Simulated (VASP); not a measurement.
A run of VASP 6.6.1 is set up as follows.

The input INCAR:

```
SYSTEM = InSe
PREC = Accurate ; ENCUT = 600
EDIFF = 1E-7 ; ISMEAR = 0
SIGMA = 0.01 ; LREAL = .False.
LASPH = .True. ; NELM = 60
ALGO = Normal ; ISIF = 3
LWAVE = .False. ; LCHARG = .False.
GGA = PE ; IBRION = 2
NSW = 80 ; EDIFFG = -0.05
```

Contents of KPOINTS:

```
Automatic mesh
0
Gamma
  6 6 2
  0 0 0
```

Contents of POSCAR:

```
InSe
1.0
    4.0500000000      0.0000000000      0.0000000000
   -2.0250000000      3.5074000000      0.0000000000
    0.0000000000      0.0000000000     16.9300000000
In Se
4 4
Direct
    0.3333333333      0.6666666667      0.1570000000
    0.6666666667      0.3333333333      0.6570000000
    0.3333333333      0.6666666667      0.3430000000
    0.6666666667      0.3333333333      0.8430000000
    0.3333333333      0.6666666667      0.6020000000
    0.6666666667      0.3333333333      0.1020000000
    0.3333333333      0.6666666667      0.8980000000
    0.6666666667      0.3333333333      0.3980000000
```

Potentials or basis: VASP PAW PBE potentials, release 64 (In_d, Se).

The run is started by

```sh
$ cat potpaw_PBE.64/In_d/POTCAR potpaw_PBE.64/Se/POTCAR > POTCAR
$ mpirun -np 1 vasp_std > vasp.out
```

Q: Predict the band gap on the k mesh.

A: 0.31 eV.

Q: Predict the relaxed volume.

A: 31.66 Å³/atom.

Final structure:
```cif
data_structure
_symmetry_space_group_name_H-M 'P 1'
_symmetry_Int_Tables_number 1
_cell_length_a 4.1014
_cell_length_b 4.1014
_cell_length_c 17.3842
_cell_angle_alpha 90.000
_cell_angle_beta 90.000
_cell_angle_gamma 120.000
_cell_volume 253.25
loop_
_atom_site_label
_atom_site_type_symbol
_atom_site_fract_x
_atom_site_fract_y
_atom_site_fract_z
_atom_site_occupancy
In1 In 0.33333 0.66667 0.16856 1
In2 In 0.66667 0.33333 0.66856 1
In3 In 0.33333 0.66667 0.33144 1
In4 In 0.66667 0.33333 0.83144 1
Se1 Se 0.33333 0.66667 0.59569 1
Se2 Se 0.66667 0.33333 0.09569 1
Se3 Se 0.33333 0.66667 0.90431 1
Se4 Se 0.66667 0.33333 0.40431 1
```

Caveat: spin-orbit coupling is left out, which moves the levels of the heavy elements; this functional lacks dispersion, which binds layers or chains, so the pressure and a relaxed spacing across them are unreliable. PBE usually gives volumes a little too large and moduli too small.
